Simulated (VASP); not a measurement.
# NbSb (P6_3mc) in VASP: further runs

NbSb is run at these levels: PBEsol; tasks: single point.

All numbers are computed with VASP 6.6.1; they aren't measurements. Logs are shortened: lines on timing, memory, paths and dates and some standing lists are left out, and cuts for length are marked.

**1. The cell of the first run**

The structure is hexagonal, space group P6_3mc (No. 186). Conventional cell: a = 3.133 Å, b = 3.133 Å, c = 10.256 Å, α = 90.00°, β = 90.00°, γ = 120.00°. Within 3.7 Å of Nb (site symmetry 3m) lie 4 Sb at 2.84 to 2.92 Å and 6 Nb at 3.13 Å. Within 3.7 Å of Sb (site symmetry 3m) lie 4 Nb at 2.84 to 2.92 Å and 6 Sb at 3.13 Å.

**2. Single point, PBEsol**

INCAR

```
ALGO = Normal ; EDIFF = 1E-6
ENCUT = 520 ; GGA = PS
ISIF = 2 ; ISMEAR = 0
LASPH = True ; LCHARG = False
LREAL = False ; LWAVE = False
NBANDS = 26 ; NELM = 60
PREC = Accurate ; SIGMA = 0.05
```

KPOINTS

```
k-points
0
Gamma
  10 10 6
```

POSCAR

```
NbSb
1.0
    3.1332512315      0.0000000000      0.0000000000
   -1.5666256157      2.7134751629      0.0000000000
    0.0000000000      0.0000000000     10.2558542973
Nb Sb
2 2
Direct
    0.6666666667      0.3333333333     -0.0488632132
    0.3333333333      0.6666666667      0.4511367868
    0.6666666667      0.3333333333      0.6740632132
    0.3333333333      0.6666666667      0.1740632132
```

Potentials or basis: VASP PAW PBE potentials, release 64 (Nb_sv, Sb).

Launch:

```sh
cat potpaw_PBE.64/Nb_sv/POTCAR potpaw_PBE.64/Sb/POTCAR > POTCAR
mpirun -np 1 vasp_std > vasp.out
```

OUTCAR:

```text
EDIFF = 1E-6
   ENCUT = 520
   GGA = PS
   ISIF = 2
   ISMEAR = 0
   LASPH = True
   LREAL = False
   NELM = 60
   PREC = Accurate

 ion  position               nearest neighbor table
   1  0.667  0.333  0.951-   3 2.84   4 2.92   4 2.92   4 2.92
   2  0.333  0.667  0.451-   4 2.84   3 2.92   3 2.92   3 2.92
   3  0.667  0.333  0.674-   1 2.84   2 2.92   2 2.92   2 2.92
   4  0.333  0.667  0.174-   2 2.84   1 2.92   1 2.92   1 2.92

  LATTYP: Found a hexagonal cell.
 ALAT       =     3.1332512315
 C/A-ratio  =     3.2732307560

  Lattice vectors:

 A1 = (   3.1332512315,   0.0000000000,   0.0000000000)
 A2 = (  -1.5666256157,   2.7134751629,   0.0000000000)
 A3 = (   0.0000000000,   0.0000000000,  10.2558542973)

Analysis of symmetry for initial positions (statically):
=====================================================================
 Subroutine PRICEL returns:
 Original cell was already a primitive cell.

 Routine SETGRP: Setting up the symmetry group for a
 hexagonal supercell.

 Subroutine GETGRP returns: Found 12 space group operations
 (whereof  6 operations were pure point group operations)
 out of a pool of 24 trial point group operations.

The static configuration has the point symmetry C_3v.
 The point group associated with its full space group is C_6v.

Analysis of symmetry for dynamics (positions and initial velocities):
=====================================================================
 Subroutine PRICEL returns:
 Original cell was already a primitive cell.

 Routine SETGRP: Setting up the symmetry group for a
 hexagonal supercell.

 Subroutine GETGRP returns: Found 12 space group operations
 (whereof  6 operations were pure point group operations)
 out of a pool of 24 trial point group operations.

The dynamic configuration has the point symmetry C_3v.
 The point group associated with its full space group is C_6v.

 Subroutine INISYM returns: Found 12 space group operations
 (whereof  6 operations are pure point group operations),
 and found     1 'primitive' translations

----------------------------------------------------------------------------------------

                                     Primitive cell

  volume of cell :      87.1953

  direct lattice vectors                    reciprocal lattice vectors
     3.133251232  0.000000000  0.000000000     0.319157299  0.184265552  0.000000000
    -1.566625616  2.713475163  0.000000000     0.000000000  0.368531105  0.000000000
     0.000000000  0.000000000 10.255854297     0.000000000  0.000000000  0.097505285

  length of vectors
     3.133251232  3.133251231 10.255854297     0.368531105  0.368531105  0.097505285

  position of ions in fractional coordinates (direct lattice)
     0.666666667  0.333333333  0.951136787
     0.333333333  0.666666667  0.451136787
     0.666666667  0.333333333  0.674063213
     0.333333333  0.666666667  0.174063213

  ion indices of the primitive-cell ions
   primitive index   ion index
                 1           1
                 2           2
                 3           3
                 4           4

----------------------------------------------------------------------------------------

 KPOINTS: k-points

Automatic generation of k-mesh.
 Grid dimensions read from file:
 generate k-points for:   10   10    6

 Generating k-lattice:

  Cartesian coordinates                     Fractional coordinates (reciprocal lattice)
     0.031915730  0.018426555  0.000000000     0.100000000  0.000000000  0.000000000
     0.000000000  0.036853110  0.000000000     0.000000000  0.100000000  0.000000000
     0.000000000  0.000000000  0.016250881     0.000000000  0.000000000  0.166666667

  Length of vectors
     0.036853110  0.036853110  0.016250881

  Shift w.r.t. Gamma in fractional coordinates (k-lattice)
     0.000000000  0.000000000  0.000000000

 Subroutine IBZKPT returns following result:
 ===========================================

 Found     56 irreducible k-points:

 Following reciprocal coordinates:
            Coordinates               Weight
  0.000000  0.000000  0.000000      1.000000
  0.100000  0.000000  0.000000      6.000000
  0.200000  0.000000  0.000000      6.000000
  0.300000  0.000000  0.000000      6.000000
  0.400000  0.000000  0.000000      6.000000
  0.500000  0.000000  0.000000      3.000000
[... 16 lines left out ...]
  0.300000  0.100000  0.166667     24.000000
  0.400000  0.100000  0.166667     24.000000
 [... further k-points ...]
   k-points           NKPTS =     56   k-points in BZ     NKDIM =     56   number of bands    NBANDS=     26
   number of dos      NEDOS =    301   number of ions     NIONS =      4
   total plane-waves  NPLWV =  46080
   dimension x,y,z NGX =    24 NGY =   24 NGZ =   80
   dimension x,y,z NGXF=    48 NGYF=   48 NGZF=  160
   ions per type =               2   2
   NGX,Y,Z   is equivalent  to a cutoff of  12.73, 12.73, 12.97 a.u.
   NGXF,Y,Z  is equivalent  to a cutoff of  25.47, 25.47, 25.94 a.u.
 SYSTEM =  unknown system
   PREC   = accura    normal or accurate (medium, high low for compatibility)
   ISTART =      0    job   : 0-new  1-cont  2-samecut
   ICHARG =      2    charge: 1-file 2-atom 10-const
   ISPIN  =      1    spin polarized calculation?
   LNONCOLLINEAR =      F non collinear calculations
   LSORBIT =      F    spin-orbit coupling
   LASPH  =      T    aspherical Exc in radial PAW
   ENCUT  =  520.0 eV  38.22 Ry    6.18 a.u.   5.83  5.83 19.07*2*pi/ulx,y,z
   NELM   =     60;   NELMIN=  2; NELMDL= -5     # of ELM steps
   EDIFF  = 0.1E-05   stopping-criterion for ELM
   LREAL  =      F    real-space projection
   EDIFFG = 0.1E-04   stopping-criterion for IOM
   NSW    =      0    number of steps for IOM
   IBRION =     -1    ionic relax: 0-MD 1-quasi-New 2-CG
   NFREE  =      0    steps in history (QN), initial steepest desc. (CG)
   ISIF   =      2    stress and relaxation
   ISYM   =      2    0-nonsym 1-usesym 2-fastsym
   POTIM  = 0.5000    time-step for ionic-motion
   TEBEG  =    0.0;   TEEND  =   0.0 temperature during run
   PSTRESS=    0.0 pullay stress
   NELECT =      36.0000    total number of electrons
   NUPDOWN=      -1.0000    fix difference up-down
   EMIN   =  10.00;   EMAX   =-10.00  energy-range for DOS
   EFERMI =   0.00;   METHOD = LEGACY
   ISMEAR =     0;   SIGMA  =   0.05  broadening in eV -4-tet -1-fermi 0-gaus
   EFERMI_NEDOS =   21; number of points for ismear=-14 and -15
   IALGO  =     38    algorithm
   IMIX   =      4    mixing-type and parameters
     AMIX     =   0.40;   BMIX     =  1.00
     AMIX_MAG =   1.60;   BMIX_MAG =  1.00
  volume/ion in A,a.u.               =      21.80       147.11
  Fermi-wavevector in a.u.,A,eV,Ry     =   1.219021  2.303617 20.218440  1.486013
  Thomas-Fermi vector in A             =   2.354288
   LORBIT       =      0    0 simple, 1 ext, 2 COOP (PROOUT), +10 PAW based schemes
   GGA     = PS    functional components
   LHFCALC =     F    Hartree Fock is set to
   AEXX    =    0.0000 exact exchange contribution
   IVDW    =     0    specifies the selected vdW correction
   LEPSILON=     F    determine dielectric tensor
   LRPA    =     F    only Hartree local field effects (RPA)
 non-spin polarized calculation
 Gauss-broadening in eV      SIGMA  =   0.05
  energy-cutoff  :      520.00
  volume of cell :       87.20
 maximum number of plane-waves:      2364
 NGX is ok and might be reduce to    24
   NGX = 11   NGY = 11   NGZ = 39

 number of electron      35.9999999 magnetization

 Free energy of the ion-electron system (eV)
  ---------------------------------------------------
  ext. energy  EPLUGINS =         0.00000000
  ---------------------------------------------------
  free energy    TOTEN  =       -29.60497266 eV

  energy without entropy =      -29.59559862  energy(sigma->0) =      -29.60028564

 E-fermi :   9.9869     XC(G=0): -11.4121

 val. band max:        9.9802924768   @ k =   0.1000   0.0000   0.5000
 cond. band min:       9.9871465346   @ k =   0.4000   0.1000   0.3333
 fundamental gap:      0.0068540579
 Fermi energy:         9.9868732480

 k-point     1 :       0.0000    0.0000    0.0000
  band No.  band energies     occupation
      1     -44.8678      2.00000
      2     -44.8677      2.00000
      3     -21.1130      2.00000
      4     -21.1075      2.00000
      5     -20.5730      2.00000
      6     -20.5730      2.00000
[... 18 lines left out ...]
     25      16.3362      0.00000
     26      16.4540      0.00000

 k-point     2 :       0.1000    0.0000    0.0000
  band No.  band energies     occupation
      1     -44.8612      2.00000
      2     -44.8611      2.00000
      3     -21.1037      2.00000
      4     -21.0985      2.00000
      5     -20.6296      2.00000
      6     -20.6292      2.00000
[... 18 lines left out ...]
     25      15.3378      0.00000
     26      15.8070      0.00000

 k-point     3 :       0.2000    0.0000    0.0000
  band No.  band energies     occupation
      1     -44.8437      2.00000
      2     -44.8436      2.00000
      3     -21.0794      2.00000
      4     -21.0750      2.00000
      5     -20.7757      2.00000
      6     -20.7753      2.00000
[... 18 lines left out ...]
     25      13.8126      0.00000
     26      14.7825      0.00000

 k-point     4 :       0.3000    0.0000    0.0000
  band No.  band energies     occupation
      1     -44.8219      2.00000
      2     -44.8219      2.00000
      3     -21.0493      2.00000
      4     -21.0463      2.00000
      5     -20.9521      2.00000
      6     -20.9516      2.00000
[... 18 lines left out ...]
     25      13.1644      0.00000
     26      13.9352      0.00000
[... 496 lines left out ...]
      1     -44.8294      2.00000
      2     -44.8294      2.00000
      3     -21.0594      2.00000
      4     -21.0563      2.00000
      5     -20.8778      2.00000
      6     -20.8775      2.00000
[... 18 lines left out ...]
     25      13.2784      0.00000
     26      13.7818      0.00000

 k-point    23 :       0.3000    0.1000    0.1667
  band No.  band energies     occupation
      1     -44.8097      2.00000
      2     -44.8097      2.00000
      3     -21.0351      2.00000
      4     -21.0345      2.00000
      5     -21.0222      2.00000
      6     -21.0207      2.00000
[... 18 lines left out ...]
     25      13.4517      0.00000
     26      13.8027      0.00000

 k-point    24 :       0.4000    0.1000    0.1667
  band No.  band energies     occupation
      1     -44.7975      2.00000
      2     -44.7975      2.00000
      3     -21.1159      2.00000
      4     -21.1154      2.00000
      5     -21.0142      2.00000
      6     -21.0131      2.00000
[... 18 lines left out ...]
     25      13.8875      0.00000
     26      14.2945      0.00000

 [... further k-points ...]

------------------------ aborting loop because EDIFF is reached ----------------------------------------

  FORCE on cell =-STRESS in cart. coord.  units (eV):
  Direction    XX          YY          ZZ          XY          YZ          ZX
  --------------------------------------------------------------------------------------
  -------------------------------------------------------------------------------------
  Total       -0.8026113     -0.8026113     -2.8140440     -0.0000000      0.0000000      0.0000000
  in kB      -14.7476539    -14.7476539    -51.7069054     -0.0000000      0.0000000      0.0000000
  external PRESSURE =     -27.0674044 kB  Pullay stress =       0.0000000 kB

 VOLUME and BASIS-vectors are now :
 -----------------------------------------------------------------------------
  energy-cutoff  :      520.00
  volume of cell :       87.20
      direct lattice vectors                 reciprocal lattice vectors
     3.133251232  0.000000000  0.000000000     0.319157299  0.184265552  0.000000000
    -1.566625616  2.713475163  0.000000000     0.000000000  0.368531105  0.000000000
     0.000000000  0.000000000 10.255854297     0.000000000  0.000000000  0.097505285

 POSITION                                       TOTAL-FORCE (eV/Angst)
 -----------------------------------------------------------------------------------
      1.56663      0.90449      9.75472         0.000000     -0.000000     -0.009625
     -0.00000      1.80898      4.62679        -0.000000      0.000000     -0.009625
      1.56663      0.90449      6.91309         0.000000     -0.000000      0.009625
     -0.00000      1.80898      1.78517        -0.000000     -0.000000      0.009625
 -----------------------------------------------------------------------------------
    total drift:                               -0.000000     -0.000000      0.000495

  FREE ENERGIE OF THE ION-ELECTRON SYSTEM (eV)
  ---------------------------------------------------
  free  energy   TOTEN  =       -29.6049726612 eV

  energy  without entropy=      -29.5955986218  energy(sigma->0) =      -29.60028564
```

It took 96 s on 1 thread of Intel Xeon Platinum 8259CL at 2.50GHz (Skylake/Cascade Lake), shared host; peak memory 0.27 GiB.

Results:

```
Free energy            : -29.6050 eV
Pressure               : -2.7 GPa
Largest force          : 0.010 eV/Å
Band gap on the k mesh : zero (bands 18 and 19 overlap by 1.19 eV)
```

Forces on the atoms (eV/Å):
```
Nb   0.000  0.000 -0.010
Nb   0.000  0.000 -0.010
Sb   0.000  0.000  0.010
Sb   0.000  0.000  0.010
```

Stress tensor (GPa, compression positive):
```
-1.47  0.00  0.00
 0.00 -1.47  0.00
 0.00  0.00 -5.17
```

Levels at points of the mesh, in eV from the Fermi level:
| k point | band 15 | band 16 | band 17 | band 18 | band 19 | band 20 | band 21 | band 22 |
| --- | --- | --- | --- | --- | --- | --- | --- | --- |
| (0.00, 0.00, 0.00) | 0.29 | 0.29 | 0.30 | 0.30 | 1.74 | 1.74 | 2.00 | 2.00 |
| (0.50, 0.00, 0.00) | -2.13 | -1.72 | -0.67 | 0.01 | 0.20 | 0.86 | 2.84 | 2.99 |
| (0.00, 0.00, 0.50) | 0.30 | 0.30 | 0.30 | 0.30 | 1.86 | 1.86 | 1.86 | 1.86 |
| (0.50, 0.00, 0.50) | -2.03 | -2.03 | 0.32 | 0.32 | 0.35 | 0.35 | 2.22 | 2.22 |

Caveat: the PAW data sets were made with another functional, which shifts forces and pressure a little; spin-orbit coupling is left out, which moves the levels of the heavy elements.

**3. Single point, PBEsol (22.23 Å³/atom)**

This run uses another cell than the first one, of 22.23 Å³/atom.

INCAR

```
SYSTEM = NbSb
PREC     = Accurate       ! precision mode
ENCUT    = 520            ! plane-wave cutoff, eV
EDIFF    = 1E-6           ! SCF threshold, eV
ISMEAR   = 0              ! smearing method
SIGMA    = 0.05           ! smearing width, eV
LREAL    = .False.        ! projectors in reciprocal space
LASPH    = .True.         ! aspherical terms in the spheres
NELM     = 100            ! most SCF steps
ALGO     = Normal         ! electronic algorithm
ISIF     = 2              ! what is computed and relaxed
LWAVE    = .False.        ! write WAVECAR
LCHARG   = .False.        ! write CHGCAR
GGA      = PS             ! functional
NBANDS   = 26             ! bands
```

KPOINTS

```
Automatic mesh
0
Gamma
  10 10 6
  0 0 0
```

POSCAR

```
NbSb
1.0
    3.1871852570      0.0000000000      0.0000000000
   -1.5935926285      2.7601833992      0.0000000000
    0.0000000000      0.0000000000     10.1060357971
Nb Sb
2 2
Direct
    0.6666666667      0.3333333333     -0.0479075786
    0.3333333333      0.6666666667      0.4520924214
    0.6666666667      0.3333333333      0.6731075786
    0.3333333333      0.6666666667      0.1731075786
```

Potentials or basis: VASP PAW PBE potentials, release 64 (Nb_sv, Sb).

Launch:

```sh
cat potpaw_PBE.64/Nb_sv/POTCAR potpaw_PBE.64/Sb/POTCAR > POTCAR
mpirun -np 1 vasp_std > vasp.out
```

Run time: 91 s. Hardware: 1 thread of Intel Xeon Platinum 8259CL at 2.50GHz (Skylake/Cascade Lake), shared host; peak memory 0.27 GiB.

Results (log left out):

```
Free energy            : -29.5886 eV
Pressure               : -4.1 GPa
Largest force          : 0.013 eV/Å
Band gap on the k mesh : zero (bands 18 and 19 overlap by 1.04 eV)
```

Forces in eV/Å, atoms in the order of the input:
```
Nb   0.000  0.000 -0.013
Nb   0.000  0.000 -0.013
Sb   0.000  0.000  0.013
Sb   0.000  0.000  0.013
```

Levels at points of the mesh, in eV from the Fermi level:
```
           k point  band 15  band 16  band 17  band 18  band 19  band 20  band 21  band 22
(0.00, 0.00, 0.00)     0.24     0.24     0.27     0.27     1.56     1.56     1.86     1.86
(0.50, 0.00, 0.00)    -1.98    -1.52    -0.55    -0.16     0.27     0.73     2.74     3.09
(0.00, 0.00, 0.50)     0.26     0.26     0.26     0.26     1.70     1.70     1.70     1.70
(0.50, 0.00, 0.50)    -1.87    -1.87     0.19     0.19     0.42     0.42     2.40     2.40
```

Caveat: the cell stands under tension; the PAW data sets were made with another functional, which shifts forces and pressure a little; spin-orbit coupling is left out, which moves the levels of the heavy elements.

(Part 1 of 2 ends here.)
